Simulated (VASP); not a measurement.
SiSn2Ge3, 6 atoms in the cell. The structure is hexagonal, space group P6mm (No. 183). The conventional cell has a = 5.587 Å, b = 5.587 Å, c = 5.478 Å, α = 90.00°, β = 90.00°, γ = 120.00°. Si (site symmetry 6mm) has 6 Ge at 2.91 Å and 6 Sn at 3.77 Å within 3.8 Å. Within 4.1 Å of Sn (site symmetry 3m) lie 6 Ge at 3.14 to 3.21 Å and 3 Sn at 3.23 Å and 3 Si at 3.77 Å. Ge (site symmetry 2mm) has 4 Ge at 2.79 Å and 2 Si at 2.91 Å and 4 Sn at 3.14 to 3.21 Å within 3.7 Å. 

```yaml
Program: VASP 6.6.1
Task: single point
Functional: PBE
Potentials_or_basis: VASP PAW PBE potentials, release 64 (Si, Sn_d, Ge_d)
Cutoff: 520 eV
k_mesh: 6 × 6 × 4
Occupations: gaussian, width 0.1 eV
Spin: no spin polarisation
Dipole_correction: no
Further_INCAR_settings: ALGO = Normal; EDIFF = 1e-06; NBANDS = 46
```

Potentials or basis: VASP PAW PBE potentials, release 64 (Si, Sn_d, Ge_d).

Launch:

```sh
$ cat potpaw_PBE.64/Si/POTCAR potpaw_PBE.64/Sn_d/POTCAR potpaw_PBE.64/Ge_d/POTCAR > POTCAR
$ mpirun -np 1 vasp_std > vasp.out
```

Hardware: 1 thread of Intel(R) Xeon(R) 6975P-C (Granite Rapids), with other jobs on the host.

Problem. Estimate the wall time of this run.

Solution. It took 2.5 min on 1 thread of Intel(R) Xeon(R) 6975P-C (Granite Rapids) (shared host), peak memory 0.32 GiB. Counts: scf iterations 14, k points 21.
